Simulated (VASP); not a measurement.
# Si (Fd-3m) in VASP: further runs, part 2 of 2

VASP 6.6.1. Earlier steps stand in the parts before.

## Step 3: Single point, PBE

INCAR

```
SYSTEM = Si
ALGO = Normal
EDIFF = 1E-6
ENCUT = 520
GGA = PE
ISIF = 2
ISMEAR = 1
LASPH = .TRUE.
LCHARG = .FALSE.
LREAL = .FALSE.
LWAVE = .FALSE.
NBANDS = 11
NELM = 80
PREC = Accurate
SIGMA = 0.01
```

KPOINTS

```
k-points
0
G
  10 10 10
  0 0 0
```

POSCAR

```
Si
1.0
    0.0000000000      2.7354874751      2.7354874751
    2.7354874751      0.0000000000      2.7354874751
    2.7354874751      2.7354874751      0.0000000000
Si
2
Direct
    0.5000000000      0.5000000000      0.5000000000
    0.7500000000      0.7500000000      0.7500000000
```

Potentials or basis: VASP PAW PBE potentials, release 64 (Si).

Launch:

```bash
cat potpaw_PBE.64/Si/POTCAR > POTCAR
mpirun -np 1 vasp_std > vasp.out
```

OUTCAR:

```text
SYSTEM = Si
   EDIFF = 1E-6
   ENCUT = 520
   GGA = PE
   ISIF = 2
   ISMEAR = 1
   LASPH = .TRUE.
   LREAL = .FALSE.
   NELM = 80
   PREC = Accurate

 ion  position               nearest neighbor table
   1  0.500  0.500  0.500-   2 2.37   2 2.37   2 2.37   2 2.37
   2  0.750  0.750  0.750-   1 2.37   1 2.37   1 2.37   1 2.37

  LATTYP: Found a face centered cubic cell.
 ALAT       =     5.4709749502

  Lattice vectors:

 A1 = (   0.0000000000,   2.7354874751,   2.7354874751)
 A2 = (   2.7354874751,   0.0000000000,   2.7354874751)
 A3 = (   2.7354874751,   2.7354874751,   0.0000000000)

Analysis of symmetry for initial positions (statically):
=====================================================================
 Subroutine PRICEL returns:
 Original cell was already a primitive cell.

 Routine SETGRP: Setting up the symmetry group for a
 face centered cubic supercell.

 Subroutine GETGRP returns: Found 48 space group operations
 (whereof 24 operations were pure point group operations)
 out of a pool of 48 trial point group operations.

The static configuration has the point symmetry T_d .
 The point group associated with its full space group is O_h .

Analysis of symmetry for dynamics (positions and initial velocities):
=====================================================================
 Subroutine PRICEL returns:
 Original cell was already a primitive cell.

 Routine SETGRP: Setting up the symmetry group for a
 face centered cubic supercell.

 Subroutine GETGRP returns: Found 48 space group operations
 (whereof 24 operations were pure point group operations)
 out of a pool of 48 trial point group operations.

The dynamic configuration has the point symmetry T_d .
 The point group associated with its full space group is O_h .

 Subroutine INISYM returns: Found 48 space group operations
 (whereof 24 operations are pure point group operations),
 and found     1 'primitive' translations

----------------------------------------------------------------------------------------

                                     Primitive cell
[... 115 lines left out ...]
   LORBIT       =      0    0 simple, 1 ext, 2 COOP (PROOUT), +10 PAW based schemes
   GGA     = PE    functional components
   LHFCALC =     F    Hartree Fock is set to
   AEXX    =    0.0000 exact exchange contribution
   IVDW    =     0    specifies the selected vdW correction
   LEPSILON=     F    determine dielectric tensor
   LRPA    =     F    only Hartree local field effects (RPA)
 non-spin polarized calculation
 Methfessel and Paxton  Order N= 1 SIGMA  =   0.01
  energy-cutoff  :      520.00
  volume of cell :       40.94
 maximum number of plane-waves:      1114
 NGX is ok and might be reduce to    30
   NGX = 15   NGY = 15   NGZ = 15

 number of electron       8.0000001 magnetization

 Free energy of the ion-electron system (eV)
  ---------------------------------------------------
  ext. energy  EPLUGINS =         0.00000000
  ---------------------------------------------------
  free energy    TOTEN  =       -10.84918737 eV

  energy without entropy =      -10.84918911  energy(sigma->0) =      -10.84918795

 E-fermi :   5.6122     XC(G=0):  -9.3226

 val. band max:        5.6037510798   @ k =   0.0000   0.0000   0.0000
 cond. band min:       6.2236950987   @ k =   0.4000   0.4000   0.0000
 fundamental gap:      0.6199440190
 Fermi energy:         5.6121698997

 k-point     1 :       0.0000    0.0000    0.0000
  band No.  band energies     occupation
      1      -6.2026      2.00000
      2       5.6038      2.00000
      3       5.6038      2.00000
      4       5.6038      2.00000
      5       8.1603      0.00000
      6       8.1603      0.00000
      7       8.1603      0.00000
      8       8.7235      0.00000
      9      13.3124      0.00000
     10      13.3124      0.00000
     11      13.4761      0.00000
[... 309 lines left out ...]
 k-point    24 :       0.4000    0.3000    0.0000
  band No.  band energies     occupation
      1      -4.0823      2.00000
      2       0.2126      2.00000
      3       2.8138      2.00000
      4       3.2228      2.00000
      5       6.6821      0.00000
      6       7.8706      0.00000
      7      12.4530      0.00000
      8      12.5951      0.00000
      9      16.0094      0.00000
     10      16.1314      0.00000
     11      17.6164      0.00000

 [... further k-points ...]
[... 5 lines left out ...]
  --------------------------------------------------------------------------------------
  -------------------------------------------------------------------------------------
  Total       -0.0285644     -0.0285644     -0.0285644     -0.0000000      0.0000000      0.0000000
  in kB       -1.1178959     -1.1178959     -1.1178959     -0.0000000      0.0000000      0.0000000
  external PRESSURE =      -1.1178959 kB  Pullay stress =       0.0000000 kB

 VOLUME and BASIS-vectors are now :
 -----------------------------------------------------------------------------
  energy-cutoff  :      520.00
  volume of cell :       40.94
      direct lattice vectors                 reciprocal lattice vectors
     0.000000000  2.735487475  2.735487475    -0.182782778  0.182782778  0.182782778
     2.735487475  0.000000000  2.735487475     0.182782778 -0.182782778  0.182782778
     2.735487475  2.735487475  0.000000000     0.182782778  0.182782778 -0.182782778

 POSITION                                       TOTAL-FORCE (eV/Angst)
 -----------------------------------------------------------------------------------
      2.73549      2.73549      2.73549         0.000000      0.000000      0.000000
      4.10323      4.10323      4.10323        -0.000000     -0.000000     -0.000000
 -----------------------------------------------------------------------------------
    total drift:                                0.000000     -0.000000     -0.000000

  FREE ENERGIE OF THE ION-ELECTRON SYSTEM (eV)
  ---------------------------------------------------
  free  energy   TOTEN  =       -10.8491873663 eV

  energy  without entropy=      -10.8491891057  energy(sigma->0) =      -10.84918795
```

OSZICAR:

```text
N       E                     dE             d eps       ncg     rms          rms(c)
DAV:   1     0.868792308925E+01    0.86879E+01   -0.33442E+03  1034   0.595E+02
DAV:   2    -0.104442568268E+02   -0.19132E+02   -0.18313E+02  1374   0.876E+01
DAV:   3    -0.110123317501E+02   -0.56807E+00   -0.56638E+00  1319   0.133E+01
DAV:   4    -0.110166650339E+02   -0.43333E-02   -0.43346E-02  1189   0.149E+00
DAV:   5    -0.110167127014E+02   -0.47668E-04   -0.47667E-04  1331   0.146E-01    0.474E+00
DAV:   6    -0.109012473778E+02    0.11547E+00   -0.64734E-02  1171   0.104E+00    0.289E+00
DAV:   7    -0.108476752582E+02    0.53572E-01   -0.12708E-01  1162   0.158E+00    0.166E-01
DAV:   8    -0.108489523854E+02   -0.12771E-02   -0.57246E-03  1178   0.405E-01    0.793E-02
DAV:   9    -0.108491620701E+02   -0.20968E-03   -0.20458E-04  1253   0.867E-02    0.580E-02
DAV:  10    -0.108491867226E+02   -0.24653E-04   -0.21407E-05  1233   0.267E-02    0.519E-03
DAV:  11    -0.108491873663E+02   -0.64370E-06   -0.19936E-06  1260   0.733E-03
   1 F= -.10849187E+02 E0= -.10849188E+02  d E =0.173937E-05
```

stdout:

```text
POSCAR found type information on POSCAR Si
 POSCAR found :  1 types and       2 ions
 scaLAPACK will be used
 LDA part: xc-table for (Slater+PW92), standard interpolation
 POSCAR, INCAR and KPOINTS ok, starting setup
 FFT: planning ... GRIDC
 FFT: planning ... GRID_SOFT
 FFT: planning ... GRID
 WAVECAR not read
 entering main loop
```

Run time: 10 s. Hardware: 1 thread of Intel Xeon Platinum 8488C (Sapphire Rapids), shared host; peak memory 0.16 GiB.

Results:

- Free energy: -10.8492 eV
- Pressure: -0.1 GPa
- Band gap on the k mesh: 0.62 eV, indirect (least direct gap 2.56 eV)

Levels at points of the mesh, in eV from the valence-band top:
```tsv
k point	band 1	band 2	band 3	band 4	band 5	band 6	band 7	band 8
(0.00, 0.00, 0.00)	-11.81	0.00	0.00	0.00	2.56	2.56	2.56	3.12
(0.50, 0.00, 0.00)	-9.53	-6.86	-1.18	-1.18	1.46	3.35	3.35	7.70
(0.50, 0.50, 0.00)	-7.74	-7.74	-2.79	-2.79	0.75	0.75	9.93	9.93
```

A k mesh can miss the band edges.
